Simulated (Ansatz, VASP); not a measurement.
# SrTiO3 in VASP and in Ansatz

Contents of INCAR:

```
  PREC = Accurate
  ENCUT = 520
  EDIFF = 1E-6
  ISMEAR = -1
  SIGMA = 0.05
  LREAL = F
  LASPH = T
  NELM = 80
  ALGO = Normal
  ISIF = 2
  LWAVE = F
  LCHARG = F
  GGA = PS
  NBANDS = 28
```

The input KPOINTS:

```
Automatic mesh
0
Gamma
  7 7 7
```

The input POSCAR:

```
SrTiO3
1.0
    3.9308616808      0.0000000000      0.0000000000
    0.0000000000      3.9308616808      0.0000000000
    0.0000000000      0.0000000000      3.9308616808
Sr Ti O
1 1 3
Direct
    0.0000000000      0.0000000000      0.0000000000
    0.5000000000      0.5000000000      0.5000000000
    0.0000000000      0.5000000000      0.5000000000
    0.5000000000      0.0000000000      0.5000000000
    0.5000000000      0.5000000000      0.0000000000
```

Input for Ansatz:

```yaml
crystal:
  lattice:
    - [3.9308616808, 0.0, 0.0]
    - [0.0, 3.9308616808, 0.0]
    - [0.0, 0.0, 3.9308616808]
  atoms:
    - { symbol: Sr, position: [0.0, 0.0, 0.0] }
    - { symbol: Ti, position: [0.5, 0.5, 0.5] }
    - { symbol: O, position: [0.0, 0.5, 0.5] }
    - { symbol: O, position: [0.5, 0.0, 0.5] }
    - { symbol: O, position: [0.5, 0.5, 0.0] }
kpoints:
  mp_grid: { grid: [7, 7, 7] }
  band_path:
    path:
      - [0.0, 0.0, 0.0]
      - [0.0, 0.5, 0.0]
      - [0.5, 0.5, 0.0]
      - [0.0, 0.0, 0.0]
      - [0.5, 0.5, 0.5]
      - [0.0, 0.5, 0.0]
      - [0.5, 0.5, 0.5]
      - [0.5, 0.5, 0.0]
    npoints: 5
scf:
  occupations: { method: fermi_dirac, width: 0.05 }
hamiltonian:
  xc: pbesol
  pseudopotentials: { kind: all_electron, lapw: { basis_error: 0.001 } }
output:
  forces: true
  stress: true
  eigenvalues: true
```

Change from the starting cell: volume scaled by 1.02.

Alike in both runs: task single point; functional PBEsol; k mesh 7 × 7 × 7; occupations fermi-dirac, width 0.05 eV; no spin polarisation.

|  | VASP | Ansatz |
| --- | --- | --- |
| version | VASP 6.6.1 | Ansatz 0.2.0 |
| potentials or method | VASP PAW PBE potentials, release 64 (Sr_sv, Ti_sv, O), cutoff 520 eV | all-electron LAPW, scalar-relativistic |

Ansatz gave:

- gap on the k mesh at the Fermi level (eV): 1.86
- pressure (GPa): -5.3

Q: Estimate VASP's values.

A: gap on the k mesh at the Fermi level (eV): 1.83; pressure (GPa): -4.7.

VASP's potentials were made for PBE, not for PBEsol. Ansatz ran all-electron here, and VASP with PAW potentials.
